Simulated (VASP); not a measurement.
Si: single point with r2SCAN

The system is Si, a slab with vacuum.

```xyz
10
Lattice="3.8319 0.0000 0.0000 -1.9160 3.3185 0.0000 0.0000 0.0000 23.4839" Properties=species:S:1:pos:R:3 pbc="T T T"
Si    0.0000    2.2124    5.0000
Si    1.9160    1.1062    5.8002
Si    1.9160    1.1062    8.1709
Si    0.0000    2.2124    8.9711
Si    0.0000    2.2124   11.3418
Si    1.9160    1.1062   12.1420
Si    1.9160    1.1062   14.5127
Si    0.0000    2.2124   15.3130
Si    0.0000    2.2124   17.6836
Si    1.9160    1.1062   18.4839
```

```
Program             : VASP 6.6.1
Task                : single point
Functional          : r2SCAN
Potentials or basis : VASP PAW PBE potentials, release 64 (Si)
Cutoff              : 520 eV
k mesh              : 9 × 9 × 1
Occupations         : gaussian, width 0.05 eV
Spin                : no spin polarisation
```

* Largest force: 0.835 eV/Å
* Band gap on the k mesh: zero (bands 20 and 21 overlap by 0.33 eV)

Forces in eV/Å, atoms in the order of the input:
```
Si   0.000  0.000  0.711
Si   0.000  0.000 -0.835
Si   0.000  0.000  0.247
Si   0.000  0.000 -0.132
Si   0.000  0.000  0.006
Si   0.000  0.000 -0.006
Si   0.000  0.000  0.132
Si   0.000  0.000 -0.247
Si   0.000  0.000  0.835
Si   0.000  0.000 -0.711
```

Levels at points of the mesh, in eV from the Fermi level:
| k point | band 16 | band 17 | band 18 | band 19 | band 20 | band 21 | band 22 | band 23 |
| --- | --- | --- | --- | --- | --- | --- | --- | --- |
| (0.00, 0.00, 0.00) | -0.07 | -0.07 | -0.05 | 0.13 | 0.13 | 0.59 | 1.66 | 2.12 |

It took 8.1 min on 1 thread of AMD EPYC 9R45 96-Core Processor (Zen 5) (shared host), peak memory 0.37 GiB.

Caveat: the PAW data sets were made with another functional, which shifts forces and pressure a little.
